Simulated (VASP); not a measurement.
# MoSe2 (P6_3/mmc) in VASP: relaxation of cell and atoms with MS2

Aim: the relaxation of cell and atoms of MoSe2 with MS2.

All numbers are computed with VASP 6.6.1; they aren't measurements. Logs are shortened: lines on timing, memory, paths and dates and some standing lists are left out, and cuts for length are marked.

## (1) The cell of the first run

Symmetry: P6_3/mmc, No. 194, hexagonal system. The conventional cell has a = 3.394 Å, b = 3.394 Å, c = 13.316 Å, α = 90.00°, β = 90.00°, γ = 120.00°. Within 3.4 Å of Mo (site symmetry -6m2) lie 6 Se at 2.57 Å and 6 Mo at 3.39 Å. Within 3.4 Å of Se (site symmetry 3m) lie 3 Mo at 2.57 Å and 7 Se at 3.33 to 3.39 Å.

## (2) Relaxation of cell and atoms, MS2 (22.14 Å³/atom)

Input file POSCAR:

```
MoSe2
1.0
    3.3941370196      0.0000000000      0.0000000000
   -1.6970685098      2.9394088829      0.0000000000
    0.0000000000      0.0000000000     13.3164134894
Mo Se
2 4
Direct
    0.6666666667      0.3333333333      0.7500000000
    0.3333333333      0.6666666667      0.2500000000
    0.6666666667      0.3333333333      0.3750000000
    0.3333333333      0.6666666667      0.8750000000
    0.6666666667      0.3333333333      0.1250000000
    0.3333333333      0.6666666667      0.6250000000
```

Input file INCAR.step1:

```
ALGO = Normal
EDIFF = 1E-6
EDIFFG = -0.002
EFERMI = MIDGAP
ENCUT = 640
GGA_COMPAT = False
IBRION = 2
ISIF = 3
ISMEAR = 0
KPAR = 8
LASPH = True
LCHARG = False
LMIXTAU = True
LREAL = False
LWAVE = False
METAGGA = MS2
NELM = 120
NELMIN = 4
NSW = 80
POTIM = 0.5
PREC = Accurate
SIGMA = 0.03
```

Input file INCAR.step4:

```
ALGO = Normal
EDIFF = 1E-6
EFERMI = MIDGAP
ENCUT = 640
GGA_COMPAT = False
ISIF = 2
ISMEAR = 0
KPAR = 8
LASPH = True
LCHARG = False
LMIXTAU = True
LREAL = False
LWAVE = False
METAGGA = MS2
NELM = 120
PREC = Accurate
SIGMA = 0.03
```

Input file KPOINTS:

```
Automatic mesh
0
Gamma
  9 9 2
  0 0 0
```

Potentials or basis: VASP PAW PBE potentials, release 64 (Mo_sv, Se).

On the command line:

```console
> cat potpaw_PBE.64/Mo_sv/POTCAR potpaw_PBE.64/Se/POTCAR > POTCAR
> cp INCAR.step1 INCAR
> cp POSCAR.step1 POSCAR
> mpirun -np 8 vasp_std > vasp.out
> cp CONTCAR POSCAR
> mpirun -np 8 vasp_std > vasp.out
> cp CONTCAR POSCAR
> mpirun -np 8 vasp_std > vasp.out
> cp CONTCAR POSCAR
> cp INCAR.step4 INCAR
> mpirun -np 8 vasp_std > vasp.out
```

OUTCAR:

```text
EDIFF = 1E-6
   EFERMI = MIDGAP
   ENCUT = 640
   ISIF = 2
   ISMEAR = 0
   LASPH = True
   LREAL = False
   METAGGA = MS2
   NELM = 120
   PREC = Accurate

 ion  position               nearest neighbor table
   1  0.667  0.333  0.750-   4 2.52   6 2.52   4 2.52   6 2.52   4 2.52   6 2.52
   2  0.333  0.667  0.250-   3 2.52   5 2.52   3 2.52   5 2.52   3 2.52   5 2.52
   3  0.667  0.333  0.370-   2 2.52   2 2.52   2 2.52
   4  0.333  0.667  0.870-   1 2.52   1 2.52   1 2.52
   5  0.667  0.333  0.130-   2 2.52   2 2.52   2 2.52
   6  0.333  0.667  0.630-   1 2.52   1 2.52   1 2.52

  LATTYP: Found a hexagonal cell.
 ALAT       =     3.2881828264
 C/A-ratio  =     4.2133211894

  Lattice vectors:

 A1 = (   3.2881828264,   0.0000000000,   0.0000000000)
 A2 = (  -1.6440914132,   2.8476498600,   0.0000000000)
 A3 = (   0.0000000000,   0.0000000000,  13.8541703772)

Analysis of symmetry for initial positions (statically):
=====================================================================
 Subroutine PRICEL returns:
 Original cell was already a primitive cell.

 Routine SETGRP: Setting up the symmetry group for a
 hexagonal supercell.

 Subroutine GETGRP returns: Found 24 space group operations
 (whereof 12 operations were pure point group operations)
 out of a pool of 24 trial point group operations.

The static configuration has the point symmetry D_3d.
 The point group associated with its full space group is D_6h.

Analysis of symmetry for dynamics (positions and initial velocities):
=====================================================================
 Subroutine PRICEL returns:
 Original cell was already a primitive cell.

 Routine SETGRP: Setting up the symmetry group for a
 hexagonal supercell.

 Subroutine GETGRP returns: Found 24 space group operations
 (whereof 12 operations were pure point group operations)
 out of a pool of 24 trial point group operations.

The dynamic configuration has the point symmetry D_3d.
 The point group associated with its full space group is D_6h.

 Subroutine INISYM returns: Found 24 space group operations
 (whereof 12 operations are pure point group operations),
 and found     1 'primitive' translations

----------------------------------------------------------------------------------------

                                     Primitive cell

  volume of cell :     129.7248

  direct lattice vectors                    reciprocal lattice vectors
     3.288182826  0.000000000  0.000000000     0.304119343  0.175583384  0.000000000
    -1.644091413  2.847649860  0.000000000    -0.000000000  0.351166769  0.000000000
     0.000000000  0.000000000 13.854170377     0.000000000  0.000000000  0.072180432

  length of vectors
     3.288182826  3.288182826 13.854170377     0.351166769  0.351166769  0.072180432

  position of ions in fractional coordinates (direct lattice)
     0.666666667  0.333333333  0.750000000
     0.333333333  0.666666667  0.250000000
     0.666666667  0.333333333  0.370058965
     0.333333333  0.666666667  0.870058965
     0.666666667  0.333333333  0.129941035
     0.333333333  0.666666667  0.629941035

  ion indices of the primitive-cell ions
   primitive index   ion index
                 1           1
                 2           2
                 3           3
                 4           4
                 5           5
                 6           6

----------------------------------------------------------------------------------------

 KPOINTS: Automatic mesh

Automatic generation of k-mesh.
 Grid dimensions read from file:
 generate k-points for:    9    9    2

 Generating k-lattice:

  Cartesian coordinates                     Fractional coordinates (reciprocal lattice)
     0.033791038  0.019509265  0.000000000     0.111111111 -0.000000000  0.000000000
    -0.000000000  0.039018530  0.000000000     0.000000000  0.111111111  0.000000000
     0.000000000  0.000000000  0.036090216     0.000000000  0.000000000  0.500000000

  Length of vectors
     0.039018530  0.039018530  0.036090216

  Shift w.r.t. Gamma in fractional coordinates (k-lattice)
     0.000000000  0.000000000  0.000000000

 Subroutine IBZKPT returns following result:
 ===========================================

 Found     24 irreducible k-points:

 Following reciprocal coordinates:
            Coordinates               Weight
  0.000000  0.000000  0.000000      1.000000
  0.111111  0.000000  0.000000      6.000000
  0.222222  0.000000  0.000000      6.000000
  0.333333  0.000000  0.000000      6.000000
  0.444444  0.000000  0.000000      6.000000
  0.111111  0.111111  0.000000      6.000000
[... 16 lines left out ...]
  0.333333  0.222222  0.500000     12.000000
  0.333333  0.333333  0.500000      2.000000
   k-points           NKPTS =     24   k-points in BZ     NKDIM =     24   number of bands    NBANDS=     31
   number of dos      NEDOS =    301   number of ions     NIONS =      6
   total plane-waves  NPLWV =  94080
   dimension x,y,z NGX =    28 NGY =   28 NGZ =  120
   dimension x,y,z NGXF=    56 NGYF=   56 NGZF=  240
   ions per type =               2   4
   NGX,Y,Z   is equivalent  to a cutoff of  14.16, 14.16, 14.40 a.u.
   NGXF,Y,Z  is equivalent  to a cutoff of  28.31, 28.31, 28.80 a.u.
 SYSTEM =  unknown system
   PREC   = accura    normal or accurate (medium, high low for compatibility)
   ISTART =      0    job   : 0-new  1-cont  2-samecut
   ICHARG =      2    charge: 1-file 2-atom 10-const
   ISPIN  =      1    spin polarized calculation?
   LNONCOLLINEAR =      F non collinear calculations
   LSORBIT =      F    spin-orbit coupling
   LASPH  =      T    aspherical Exc in radial PAW
   ENCUT  =  640.0 eV  47.04 Ry    6.86 a.u.   6.78  6.78 28.58*2*pi/ulx,y,z
   NELM   =    120;   NELMIN=  2; NELMDL=  0     # of ELM steps
   EDIFF  = 0.1E-05   stopping-criterion for ELM
   LREAL  =      F    real-space projection
   EDIFFG = 0.1E-04   stopping-criterion for IOM
   NSW    =      0    number of steps for IOM
   IBRION =     -1    ionic relax: 0-MD 1-quasi-New 2-CG
   NFREE  =      0    steps in history (QN), initial steepest desc. (CG)
   ISIF   =      2    stress and relaxation
   ISYM   =      2    0-nonsym 1-usesym 2-fastsym
   POTIM  = 0.5000    time-step for ionic-motion
   TEBEG  =    0.0;   TEEND  =   0.0 temperature during run

   SCALEE = 1.0000    scale energy and forces
   PSTRESS=    0.0 pullay stress
   NELECT =      52.0000    total number of electrons
   NUPDOWN=      -1.0000    fix difference up-down
   EMIN   =  10.00;   EMAX   =-10.00  energy-range for DOS
   EFERMI =   0.00;   METHOD = MIDGAP
   ISMEAR =     0;   SIGMA  =   0.03  broadening in eV -4-tet -1-fermi 0-gaus
   EFERMI_NEDOS =   21; number of points for ismear=-14 and -15
   IALGO  =     38    algorithm
   IMIX   =      4    mixing-type and parameters
     AMIX     =   0.40;   BMIX     =  1.00
     AMIX_MAG =   1.60;   BMIX_MAG =  1.00
  volume/ion in A,a.u.               =      21.62       145.90
  Fermi-wavevector in a.u.,A,eV,Ry     =   1.207077  2.281045 19.824158  1.457035
  Thomas-Fermi vector in A             =   2.342725
   LORBIT       =      0    0 simple, 1 ext, 2 COOP (PROOUT), +10 PAW based schemes
   METAGGA = MS2    functional components
   LHFCALC =     F    Hartree Fock is set to
   AEXX    =    0.0000 exact exchange contribution
   IVDW    =     0    specifies the selected vdW correction
   LEPSILON=     F    determine dielectric tensor
   LRPA    =     F    only Hartree local field effects (RPA)

   CSHIFT  =0.1000    complex shift for real part using Kramers Kronig

   OMEGAMAX=  -1.0    maximum frequency
 non-spin polarized calculation
 Gauss-broadening in eV      SIGMA  =   0.03
  energy-cutoff  :      640.00
  volume of cell :      129.72
 maximum number of plane-waves:      4810
 NGX is ok and might be reduce to    28
   NGX = 13   NGY = 13   NGZ = 57

 number of electron      51.9999998 magnetization

 Free energy of the ion-electron system (eV)
  ---------------------------------------------------
  ext. energy  EPLUGINS =         0.00000000
  ---------------------------------------------------
  free energy    TOTEN  =       -42.34203571 eV

  energy without entropy =      -42.34203571  energy(sigma->0) =      -42.34203571

 E-fermi :   5.9376     XC(G=0): -10.5496

 val. band max:        5.2431651014   @ k =   0.0000   0.0000   0.0000
 cond. band min:       6.6321150437   @ k =   0.2222   0.1111   0.0000
 fundamental gap:      1.3889499423
 Fermi energy:         5.9376400725

 k-point     1 :       0.0000    0.0000    0.0000
  band No.  band energies     occupation
      1     -57.0294      2.00000
      2     -57.0293      2.00000
      3     -30.5573      2.00000
      4     -30.5572      2.00000
      5     -30.4145      2.00000
      6     -30.4145      2.00000
[... 23 lines left out ...]
     30       8.2399      0.00000
     31       8.3651      0.00000

 k-point     2 :       0.1111    0.0000    0.0000
  band No.  band energies     occupation
      1     -57.0266      2.00000
      2     -57.0266      2.00000
      3     -30.5507      2.00000
      4     -30.5507      2.00000
      5     -30.4459      2.00000
      6     -30.4458      2.00000
[... 23 lines left out ...]
     30       7.9109      0.00000
     31       8.0999      0.00000

 k-point     3 :       0.2222    0.0000    0.0000
  band No.  band energies     occupation
      1     -57.0195      2.00000
      2     -57.0195      2.00000
      3     -30.5339      2.00000
      4     -30.5339      2.00000
      5     -30.5244      2.00000
      6     -30.5244      2.00000
[... 703 lines left out ...]
     30       7.8679      0.00000
     31       8.1644      0.00000

 k-point    24 :       0.3333    0.3333    0.5000
  band No.  band energies     occupation
      1     -57.0024      2.00000
      2     -57.0024      2.00000
      3     -30.6127      2.00000
      4     -30.6127      2.00000
      5     -30.5815      2.00000
      6     -30.5815      2.00000
[... 23 lines left out ...]
     30       7.8955      0.00000
     31       8.3333      0.00000

------------------------ aborting loop because EDIFF is reached ----------------------------------------

  FORCE on cell =-STRESS in cart. coord.  units (eV):
  Direction    XX          YY          ZZ          XY          YZ          ZX
  --------------------------------------------------------------------------------------
  -------------------------------------------------------------------------------------
  Total        0.0030113      0.0030113      0.0057029      0.0000000      0.0000000      0.0000000
  in kB        0.0371913      0.0371913      0.0704341      0.0000000      0.0000000      0.0000000
  external PRESSURE =       0.0482722 kB  Pullay stress =       0.0000000 kB

 VOLUME and BASIS-vectors are now :
 -----------------------------------------------------------------------------
  energy-cutoff  :      640.00
  volume of cell :      129.72
      direct lattice vectors                 reciprocal lattice vectors
     3.288182826  0.000000000  0.000000000     0.304119343  0.175583384  0.000000000
    -1.644091413  2.847649860  0.000000000    -0.000000000  0.351166769  0.000000000
     0.000000000  0.000000000 13.854170377     0.000000000  0.000000000  0.072180432

 POSITION                                       TOTAL-FORCE (eV/Angst)
 -----------------------------------------------------------------------------------
      1.64409      0.94922     10.39063        -0.000000     -0.000000      0.000000
     -0.00000      1.89843      3.46354         0.000000     -0.000000      0.000000
      1.64409      0.94922      5.12686        -0.000000      0.000000     -0.001616
     -0.00000      1.89843     12.05395         0.000000      0.000000     -0.001616
      1.64409      0.94922      1.80023        -0.000000      0.000000      0.001616
     -0.00000      1.89843      8.72731         0.000000      0.000000      0.001616
 -----------------------------------------------------------------------------------
    total drift:                                0.000000     -0.000000      0.000000

  FREE ENERGIE OF THE ION-ELECTRON SYSTEM (eV)
  ---------------------------------------------------
  free  energy   TOTEN  =       -42.3420357124 eV

  energy  without entropy=      -42.3420357124  energy(sigma->0) =      -42.34203571
```

Wall time 22 min (8 MPI ranks of AMD EPYC 9R45 (Zen 5), shared host); peak memory 0.45 GiB.

Results:

- Free energy: -42.3420 eV
- Relaxed volume: 21.62 Å³/atom
- Relaxed cell: a = 3.288 Å, b = 3.288 Å, c = 13.854 Å, α = 90.00°, β = 90.00°, γ = 120.00°
- Space group after relaxing (to 0.1 Å): P6_3/mmc (No. 194)
- Energy gained by relaxing: 35.4 meV/atom
- Ionic steps: 26
- Pressure after relaxing: 0.0 GPa
- Band gap on the k mesh: 1.39 eV (least direct gap 1.49 eV)

The path:
```tsv
step	energy change (eV)	largest force (eV/Å)	pressure (GPa)	volume (Å³)
1	0.0000	0.6065	-6.46	132.85
2	0.2454	1.8732	13.57	116.39
3	-0.1698	0.2423	0.04	126.05
4	-0.1698	0.2616	0.19	125.92
5	-0.2023	0.0832	0.09	124.92
6	-0.2024	0.0669	0.10	124.97
7	-0.2033	0.0619	0.10	125.15
8	-0.2059	0.0467	0.12	125.70
9	-0.2097	0.0147	0.19	126.81
10	-0.2125	0.0528	0.39	129.01
11	-0.2130	0.0270	-0.14	129.74
12	-0.2130	0.0059	0.00	129.55
13	-0.2130	0.0075	-0.01	129.56
14	-0.2130	0.0066	-0.02	129.59
15	-0.2131	0.0049	-0.03	129.66
16	-0.2131	0.0002	-0.04	129.80
17	-0.2131	0.0030	-0.02	129.71
18	-0.2131	0.0037	0.03	129.69
19	-0.2131	0.0028	0.01	129.70
20	-0.2131	0.0004	0.01	129.72
21	-0.2126	0.0014	0.03	129.72
22	-0.2126	0.0134	-0.06	129.79
23	-0.2126	0.0043	-0.01	129.74
24	-0.2126	0.0031	-0.01	129.73
25	-0.2126	0.0016	0.00	129.72
26	-0.2126	0.0016	0.00	129.72
```

Final structure:
```
CELL_PARAMETERS angstrom
3.28818 0.00000 0.00000
-1.64409 2.84765 0.00000
0.00000 0.00000 13.85417
ATOMIC_POSITIONS crystal
Mo 0.66667 0.33333 0.75000
Mo 0.33333 0.66667 0.25000
Se 0.66667 0.33333 0.37006
Se 0.33333 0.66667 0.87006
Se 0.66667 0.33333 0.12994
Se 0.33333 0.66667 0.62994
```

Levels at points of the mesh, in eV from the valence-band top:
```
           k point  band 24  band 25  band 26  band 27  band 28  band 29
(0.00, 0.00, 0.00)    -1.22    -0.77     0.00     2.97     2.97     3.00
(0.00, 0.00, 0.50)    -1.24    -0.22    -0.22     2.98     2.98     2.98
```

Caveat: the PAW data sets were made with another functional, which shifts forces and pressure a little. A k mesh can miss the band edges.
